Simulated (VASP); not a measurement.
The system is Ta.

```
Ta
1.0
     4.67351    0.00000    0.00000
    -2.33676    4.04738    0.00000
     0.00000    0.00000    2.86486
Ta
3
Cartesian
  0.0000 0.0000 0.0000
  0.0000 2.6983 1.4324
  2.3368 1.3491 1.4324
```

This isn't the form of Ta at room conditions, which is bcc.

```yaml
Program: VASP 6.6.1
Task: relaxation of cell and atoms
Functional: RPBE
Potentials_or_basis: VASP PAW PBE potentials, release 64 (Ta_pv)
Cutoff: 600 eV
k_mesh: 8 × 8 × 11
Occupations: fermi-dirac, width 0.1 eV
Spin: no spin polarisation
```

At the start: pressure 10.1 GPa; volume 18.06 Å³/atom.

**Question.** How do energy, volume and symmetry change on relaxing?

**Answer.** Over 15 steps the energy falls by 114.7 meV/atom and the volume is 19.00 Å³/atom (+5.2 %); space group P6/mmm (No. 191, to 0.1 Å) before and after.

Step by step:
```tsv
step	energy change (eV)	largest force (eV/Å)	pressure (GPa)	volume (Å³)
1	0.0000	0.0000	10.11	54.19
2	0.0262	0.0000	-14.45	63.27
3	-0.3004	0.0000	-4.64	58.53
4	-0.3006	0.0000	-4.26	58.39
5	-0.2740	0.0000	4.76	55.77
6	-0.3436	0.0000	-0.64	57.22
7	-0.3436	0.0000	-0.56	57.19
8	-0.3436	0.0000	-0.48	57.17
9	-0.3437	0.0000	0.57	56.81
10	-0.3441	0.0000	0.15	56.98
11	-0.3441	0.0000	0.01	57.01
12	-0.3441	0.0000	0.03	57.00
13	-0.3441	0.0000	0.05	56.99
14	-0.3441	0.0000	-0.05	57.02
15	-0.3441	0.0000	-0.02	57.01
```

Final structure:
```cif
data_structure
_symmetry_space_group_name_H-M 'P 1'
_symmetry_Int_Tables_number 1
_cell_length_a 4.8943
_cell_length_b 4.8943
_cell_length_c 2.7481
_cell_angle_alpha 90.000
_cell_angle_beta 90.000
_cell_angle_gamma 120.000
_cell_volume 57.01
loop_
_atom_site_label
_atom_site_type_symbol
_atom_site_fract_x
_atom_site_fract_y
_atom_site_fract_z
_atom_site_occupancy
Ta1 Ta 0.00000 0.00000 0.00000 1
Ta2 Ta 0.33333 0.66667 0.50000 1
Ta3 Ta 0.66667 0.33333 0.50000 1
```

Caveat: the PAW data sets were made with another functional, which shifts forces and pressure a little.
